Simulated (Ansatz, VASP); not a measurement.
# Two plane-wave programs on Sc7As

```xyz
8
Lattice="4.3800 0.0000 0.0000 0.0000 4.3800 0.0000 0.0000 0.0000 8.7500" Properties=species:S:1:pos:R:3 pbc="T T T"
Sc    0.0000    2.1900    6.5625
Sc    0.0000    0.0000    4.3750
Sc    2.1900    2.1900    0.0000
Sc    2.1900    2.1900    4.3750
Sc    2.1900    0.0000    6.5625
Sc    0.0000    2.1900    2.1875
Sc    2.1900    0.0000    2.1875
As    0.0000    0.0000    0.0000
```

Alike in both runs: task relaxation of cell and atoms; functional PBE; k mesh 4 × 4 × 2; occupations gaussian, width 0.2 eV; no spin polarisation.

|  | VASP | Ansatz |
| --- | --- | --- |
| version | VASP 6.6.1 | Ansatz 0.2.0 |
| potentials or method | VASP PAW PBE potentials, release 64 (Sc_sv, As), cutoff 600 eV | scalar-relativistic, plane waves, PAW |
| valence electrons in the cell | 82 | 92 |

```csv
,VASP,Ansatz,Ansatz less VASP
"gap on the k mesh at the Fermi level, each at its own relaxed structure (eV)",none,none,-
relaxed volume (Å³/atom),22.59,22.59,+0.007
relaxed length of the cell vector where the two differ most in proportion (Å),9.296,9.175,-0.1210
```

A gap of «none» marks a metal or a gap that the smearing closes. VASP's potentials hold 82 valence electrons a cell and Ansatz's 92, so a difference there can come from the potentials and not from the codes.
